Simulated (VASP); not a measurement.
SnTe:

```
Te Sn
1.0
     0.00000    3.61115    3.61115
     3.61115    0.00000    3.61115
     3.61115    3.61115    0.00000
Te Sn
1 1
Cartesian
  1.8056 1.8056 1.8056
  0.0000 0.0000 0.0000
```

```yaml
Program: VASP 6.6.1
Task: relaxation of cell and atoms
Functional: BLYP
Potentials_or_basis: VASP PAW PBE potentials, release 64 (Te, Sn_d)
Cutoff: 600 eV
k_mesh: 7 × 7 × 7
Occupations: fermi-dirac, width 0.05 eV
Spin: no spin polarisation
```

At the start: pressure 1.6 GPa; volume 47.09 Å³/atom.

Task: Where does the relaxation end?

Result: Over 3 steps the energy falls by 15.5 meV/atom and the volume is 50.31 Å³/atom (+6.8 %); space group F-43m (No. 216, to 0.05 Å).

Step by step:
```csv
step,energy change (eV),largest force (eV/Å),pressure (GPa),volume (Å³)
1,0.0000,0.0000,1.64,94.18
2,-0.0310,0.0000,-0.06,100.88
3,-0.0311,0.0000,-0.01,100.62
```

Final structure:
```
Te Sn
1.0
     0.00000    3.69161    3.69161
     3.69161    0.00000    3.69161
     3.69161    3.69161    0.00000
Te Sn
1 1
Direct
  0.25000 0.25000 0.25000
  0.00000 0.00000 0.00000
```

Caveat: the PAW data sets were made with another functional, which shifts forces and pressure a little.
